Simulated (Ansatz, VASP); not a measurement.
One calculation of Au, two programs

File POSCAR:

```
Au
1.0
    2.8902925733      0.0000000000      0.0000000000
   -1.4451462866      2.5030667928      0.0000000000
    0.0000000000      0.0000000000     27.1617892398
Au
6
Direct
    0.3333333333      0.6666666667      0.2761231940
    0.6666666667      0.3333333333      0.3656739164
    0.3333333333      0.6666666667      0.4552246388
    0.6666666667      0.3333333333      0.5447753612
    0.3333333333      0.6666666667      0.6343260836
    0.6666666667      0.3333333333      0.7238768060
```

INCAR.step1

```
SYSTEM = Au
PREC = Accurate
ENCUT = 520
ISMEAR = 0
SIGMA = 0.1
LREAL = .FALSE.
LASPH = .TRUE.
NELM = 60
LDIPOL = .TRUE.
IDIPOL = 3
DIPOL = 0.5 0.5 0.500
NBANDS = 42
GGA = PE
ALGO = Normal
EDIFF = 1E-4
LWAVE = .TRUE.
LCHARG = .FALSE.
```

The input INCAR.step2:

```
SYSTEM = Au
PREC = Accurate
ENCUT = 520
EDIFF = 1E-6
ISMEAR = 0
SIGMA = 0.1
LREAL = .FALSE.
LASPH = .TRUE.
NELM = 60
ALGO = Normal
ISIF = 2
LWAVE = .FALSE.
LCHARG = .FALSE.
LDIPOL = .TRUE.
IDIPOL = 3
DIPOL = 0.5 0.5 0.500
METAGGA = R2SCAN
LMIXTAU = .TRUE.
NBANDS = 42
ISTART = 1
```

Contents of KPOINTS:

```
regular mesh
0
G
  12 12 1
  0 0 0
```

Input for Ansatz:

```yaml
crystal:
  lattice:
    - [2.8902925733, 0.0, 0.0]
    - [-1.4451462866, 2.5030667928, 0.0]
    - [0.0, 0.0, 27.1617892398]
  atoms:
    - { symbol: Au, position: [0.3333333333, 0.6666666667, 0.276123194] }
    - { symbol: Au, position: [0.6666666667, 0.3333333333, 0.3656739164] }
    - { symbol: Au, position: [0.3333333333, 0.6666666667, 0.4552246388] }
    - { symbol: Au, position: [0.6666666667, 0.3333333333, 0.5447753612] }
    - { symbol: Au, position: [0.3333333333, 0.6666666667, 0.6343260836] }
    - { symbol: Au, position: [0.6666666667, 0.3333333333, 0.723876806] }
basis:
  ecutwfc: 500
kpoints:
  mp_grid: { grid: [12, 12, 1] }
hamiltonian:
  xc: r2scan
scf:
  occupations: { method: gaussian, width: 0.1 }
output:
  forces: true
  stress: true
  eigenvalues: true
  write_density: true
  write_potential: true
  elf: true
  volumetric_format: npy
efield:
  axis: 3
  dipole_correction: true
  ramp_width: 0.04
```

Alike in both runs: task single point; functional r2SCAN; k mesh 12 × 12 × 1; occupations gaussian, width 0.1 eV; no spin polarisation.

|  | VASP | Ansatz |
| --- | --- | --- |
| version | VASP 6.6.1 | Ansatz 0.2.0 |
| potentials or method | VASP PAW PBE potentials, release 64 (Au), cutoff 520 eV | scalar-relativistic, plane waves, PAW |
| valence electrons in the cell | 66 | 114 |

|  | VASP | Ansatz | Ansatz less VASP |
| --- | --- | --- | --- |
| gap on the k mesh at the Fermi level (eV) | none | none | - |
| rms of the force components (eV/Å) | 0.070 | 0.068 | -0.0018 |

VASP's potentials were made for PBE, not for r2SCAN. Atom by atom the forces differ by 0.004 eV/Å (rms over components). A gap of «none» marks a metal or a gap that the smearing closes. With one functional, cell and mesh, what is left measures potentials, basis and numerics. VASP's potentials hold 66 valence electrons a cell and Ansatz's 114, so a difference there can come from the potentials and not from the codes. Ansatz's warnings: xc potential rough in thin density.

Neither program's run includes spin-orbit coupling.
